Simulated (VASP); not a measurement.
C, 2 atoms in the cell. The structure is tetragonal, space group I4_1/amd (No. 141). Conventional cell: a = 2.743 Å, b = 2.743 Å, c = 3.567 Å, α = 90.00°, β = 90.00°, γ = 90.00°. Within 2.2 Å of C (site symmetry -4m2) lie 4 C at 1.64 Å.  This cell differs from its parent crystal: strain +0.0875 x Voigt [1, 1, 0, 0, 0, 0].

| Property | Result |
| --- | --- |
| Program | VASP 6.6.1 |
| Task | single point |
| Functional | r2SCAN |
| Potentials or basis | VASP PAW PBE potentials, release 64 (C) |
| Cutoff | 520 eV |
| k mesh | 12 × 12 × 12 |
| Occupations | gaussian, width 0.05 eV |
| Spin | no spin polarisation |
| Dipole correction | no |
| Further INCAR settings | ALGO = Normal; EDIFF = 1e-06; NBANDS = 11 |

Potentials or basis: VASP PAW PBE potentials, release 64 (C).

Command:

```console
$ cat potpaw_PBE.64/C/POTCAR > POTCAR
$ cp INCAR.step1 INCAR
$ mpirun -np 1 vasp_std > vasp.out
$ cp INCAR.step2 INCAR
$ mpirun -np 1 vasp_std > vasp.out
```

Hardware: 1 thread of AMD EPYC 7R13, with other jobs on the host.

**Question.** Estimate the wall time of this run.

**Answer.** Wall time 2.3 min on 1 thread of AMD EPYC 7R13, with other jobs on the host, peak memory 0.1 GiB. Counts: k points 163.
